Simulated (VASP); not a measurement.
Write the native input for VASP 6.6.1 that does the following.

```yaml
Task: single point
Functional: PBE
Potentials_or_basis: VASP PAW PBE potentials, release 64 (Li_sv, P, S)
Cutoff: 750 eV
k_mesh: 3 × 3 × 3
Occupations: gaussian, width 0.15 eV
Spin: no spin polarisation
Dipole_correction: no
Further_INCAR_settings: ALGO = Normal; EDIFF = 1e-06; NBANDS = 37
```

The structure of LiPS3 lies in POSCAR:

```
LiPS3
1.0
    4.3787919030     -4.4723653633     -0.0641116961
    4.3787919030      4.4723653633     -0.0641116961
   -4.4010481854      0.0000000000      4.4461667720
Li P S
2 2 6
Direct
    0.2892705098      0.2892705098      0.5390138945
    0.7107294902      0.7107294902      0.4609861055
    0.5000000000      0.0000000000      0.0000000000
    0.0000000000      0.5000000000      0.0000000000
    0.6747650524      0.3252349476      0.5000000000
    0.3252349476      0.6747650524      0.5000000000
    0.1185769767      0.1185769767      0.8693208883
    0.8814230233      0.8814230233      0.1306791117
    0.3258832063      0.6741167937      0.0000000000
    0.6741167937      0.3258832063      0.0000000000
```

The cell was built from a structure type or drawn by symmetry, and may not be a known phase.

The input as run:

INCAR

```
ALGO = Normal ; EDIFF = 1E-6
ENCUT = 750 ; GGA = PE
GGA_COMPAT = False ; ISIF = 2
ISMEAR = 0 ; LASPH = True
LCHARG = False ; LREAL = False
LWAVE = False ; NBANDS = 37
NELM = 120 ; PREC = Accurate
SIGMA = 0.15
```

KPOINTS

```
k-points
0
Gamma
  3 3 3
```

Potentials or basis: VASP PAW PBE potentials, release 64 (Li_sv, P, S).

Launch:

```sh
$ cat potpaw_PBE.64/Li_sv/POTCAR potpaw_PBE.64/P/POTCAR potpaw_PBE.64/S/POTCAR > POTCAR
$ mpirun -np 1 vasp_std > vasp.out
```

It gave:

| Property | Result |
| --- | --- |
| Pressure | -0.3 GPa |
| Largest force | 0.032 eV/Å |
| Band gap on the k mesh | zero (bands 26 and 27 overlap by 0.42 eV) |

Caveat: the k points lie up to 0.41 Å⁻¹ apart.

Wall time 78 s on 1 thread of Intel(R) Xeon(R) 6975P-C (Granite Rapids) (shared host), peak memory 0.47 GiB.
